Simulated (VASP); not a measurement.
Li2O, 3 atoms in the cell. Symmetry: I4/mmm, No. 139, tetragonal system. Conventional cell: a = 3.260 Å, b = 3.260 Å, c = 4.625 Å, α = 90.00°, β = 90.00°, γ = 90.00°. Li (site symmetry -4m2) has 4 O at 2.00 Å and 6 Li at 2.30 to 2.31 Å within 2.6 Å. Within 2.6 Å of O (site symmetry 4/mmm) lie 8 Li at 2.00 Å. 

* Program: VASP 6.6.1
* Task: single point
* Functional: PBE
* Potentials or basis: VASP PAW PBE potentials, release 64 (Li_sv, O)
* Cutoff: 750 eV
* k mesh: 7 × 7 × 7
* Occupations: gaussian, width 0.02 eV
* Spin: no spin polarisation
* Dipole correction: no
* Further INCAR settings: ALGO = Normal; EDIFF = 1e-06; NBANDS = 13

Potentials or basis: VASP PAW PBE potentials, release 64 (Li_sv, O).

Command:

```bash
$ cat potpaw_PBE.64/Li_sv/POTCAR potpaw_PBE.64/O/POTCAR > POTCAR
$ mpirun -np 1 vasp_std > vasp.out
```

Hardware: 1 thread of Intel(R) Xeon(R) Platinum 8488C (Sapphire Rapids), on a shared host.

Task: Estimate the wall time of this run.

Result: It took 28 s on 1 thread of Intel(R) Xeon(R) Platinum 8488C (Sapphire Rapids), with other jobs on the host, peak memory 0.16 GiB. Counts: scf iterations 13, k points 40.
